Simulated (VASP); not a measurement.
Crystal: Bi3Mo.

```
Bi Mo
1.0
     5.02938    0.00000    0.00000
     0.00000    5.02938    0.00000
     0.00000    0.00000    5.02938
Bi Mo
3 1
Direct
  0.00000 0.50000 0.50000
  0.50000 0.00000 0.50000
  0.50000 0.50000 0.00000
  0.00000 0.00000 0.00000
```

The cell was built from a structure type or drawn by symmetry, and may not be a known phase.

| Item | Value |
| --- | --- |
| Program | VASP 6.6.1 |
| Task | relaxation of cell and atoms |
| Functional | PBE |
| Potentials or basis | VASP PAW PBE potentials, release 64 (Bi_d, Mo_sv) |
| Cutoff | 600 eV |
| k mesh | 4 × 4 × 4 |
| Occupations | gaussian, width 0.1 eV |
| Spin | no spin polarisation |

At the start: pressure -8.6 GPa; volume 31.80 Å³/atom.

Problem. Where does the relaxation end?

Solution. Over 3 steps the energy falls by 164.6 meV/atom and the volume is 26.61 Å³/atom (-16.3 %); space group Pm-3m (No. 221, to 0.1 Å) before and after.

The path:
```tsv
step	energy change (eV)	largest force (eV/Å)	pressure (GPa)	volume (Å³)
1	0.0000	0.0000	-8.59	127.22
2	-0.5000	0.0000	6.79	98.32
3	-0.6584	0.0000	-0.04	106.46
```

Final structure:
```cif
data_structure
_symmetry_space_group_name_H-M 'P 1'
_symmetry_Int_Tables_number 1
_cell_length_a 4.7394
_cell_length_b 4.7394
_cell_length_c 4.7394
_cell_angle_alpha 90.000
_cell_angle_beta 90.000
_cell_angle_gamma 90.000
_cell_volume 106.46
loop_
_atom_site_label
_atom_site_type_symbol
_atom_site_fract_x
_atom_site_fract_y
_atom_site_fract_z
_atom_site_occupancy
Bi1 Bi 0.00000 0.50000 0.50000 1
Bi2 Bi 0.50000 0.00000 0.50000 1
Bi3 Bi 0.50000 0.50000 0.00000 1
Mo1 Mo 0.00000 0.00000 0.00000 1
```

Caveat: the volume moved by over 15 % at a fixed basis, so the end points are rough.
